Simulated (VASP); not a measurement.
Wanted: the native input for a VASP 6.6.1 run.

```yaml
Task: single point
Functional: PBE
Potentials_or_basis: VASP PAW PBE potentials, release 64 (Mg, Be, Se, O)
Cutoff: 520 eV
k_mesh: 4 × 4 × 6
Occupations: gaussian, width 0.1 eV
Spin: no spin polarisation
Dipole_correction: no
Further_INCAR_settings: ALGO = Normal; EDIFF = 1e-06; NBANDS = 21
```

The structure of MgBe2SeO2 lies in POSCAR:

```
MgBe2SeO2
1.0
    2.4320348962     -7.8095614783      0.0000000000
    2.4320348962      7.8095614783      0.0000000000
    0.0000000000      0.0000000000      2.4870172880
Mg Be Se O
1 2 1 2
Direct
    0.5000000000      0.5000000000      0.5000000000
    0.5000000000      0.0000000000      0.5000000000
    0.0000000000      0.5000000000      0.5000000000
    0.0000000000      0.0000000000      0.0000000000
    0.7465309905      0.2534690095      0.0000000000
    0.2534690095      0.7465309905      0.0000000000
```

These files were run (other wordings do the same):

INCAR

```
SYSTEM = MgBe2SeO2
ALGO = Normal
EDIFF = 1E-6
ENCUT = 520
GGA = PE
ISIF = 2
ISMEAR = 0
LASPH = .TRUE.
LCHARG = .TRUE.
LELF = .TRUE.
LREAL = .FALSE.
LVHAR = .TRUE.
LWAVE = .FALSE.
NBANDS = 21
NELM = 60
PREC = Accurate
SIGMA = 0.1
```

KPOINTS

```
k-points
0
G
  4 4 6
  0 0 0
```

Potentials or basis: VASP PAW PBE potentials, release 64 (Mg, Be, Se, O).

Run with:

```sh
$ cat potpaw_PBE.64/Mg/POTCAR potpaw_PBE.64/Be/POTCAR potpaw_PBE.64/Se/POTCAR potpaw_PBE.64/O/POTCAR > POTCAR
$ mpirun -np 1 vasp_std > vasp.out
```

Results of the run:

```yaml
Pressure: 0.3 GPa
Band_gap_on_the_k_mesh: zero (band 12 reaches 3.85 eV, above the bottom of band 13 at 2.75 eV)
```

Caveat: the k points lie up to 0.42 Å⁻¹ apart.

It took 45 s on 1 thread of Intel(R) Xeon(R) Platinum 8559C (Emerald Rapids), with other jobs on the host, peak memory 0.29 GiB.
